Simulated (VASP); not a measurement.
Write the native input for VASP 6.6.1 that does the following.

```yaml
Task: single point
Functional: PBEsol
Potentials_or_basis: VASP PAW PBE potentials, release 64 (In_d)
Cutoff: 520 eV
k_mesh: 10 × 10 × 10
Occupations: fermi-dirac, width 0.08 eV
Spin: no spin polarisation
Dipole_correction: no
Further_INCAR_settings: ALGO = Normal; EDIFF = 1e-06; NBANDS = 20
```

The structure of In lies in POSCAR:

```
In
1.0
    0.0000000000      2.7690184126      2.7690184126
    2.7690184126      0.0000000000      2.7690184126
    2.7690184126      2.7690184126      0.0000000000
In
2
Direct
   -0.1250000000     -0.1250000000     -0.1250000000
    0.1250000000      0.1250000000      0.1250000000
```

This isn't the form of In at room conditions, which is tetragonal.

One way to write it, as run:

INCAR

```
SYSTEM = In
  PREC = Accurate
  ENCUT = 520
  EDIFF = 1E-6
  ISMEAR = -1
  SIGMA = 0.08
  LREAL = .False.
  LASPH = .True.
  NELM = 60
  ALGO = Normal
  ISIF = 2
  LWAVE = .False.
  LCHARG = .False.
  GGA = PS
  NBANDS = 20
```

KPOINTS

```
regular mesh
0
Gamma
  10 10 10
  0 0 0
```

Potentials or basis: VASP PAW PBE potentials, release 64 (In_d).

Launch:

```bash
$ cat potpaw_PBE.64/In_d/POTCAR > POTCAR
$ mpirun -np 1 vasp_std > vasp.out
```

It gave:

* Pressure: 52.1 GPa
* Band gap on the k mesh: zero (bands 13 and 14 overlap by 6.85 eV)

Caveat: the cell stands under pressure; the PAW data sets were made with another functional, which shifts forces and pressure a little; spin-orbit coupling is left out, which moves the levels of the heavy elements.

It took 65 s on 1 thread of AMD EPYC 7R13 (shared host), peak memory 0.15 GiB.
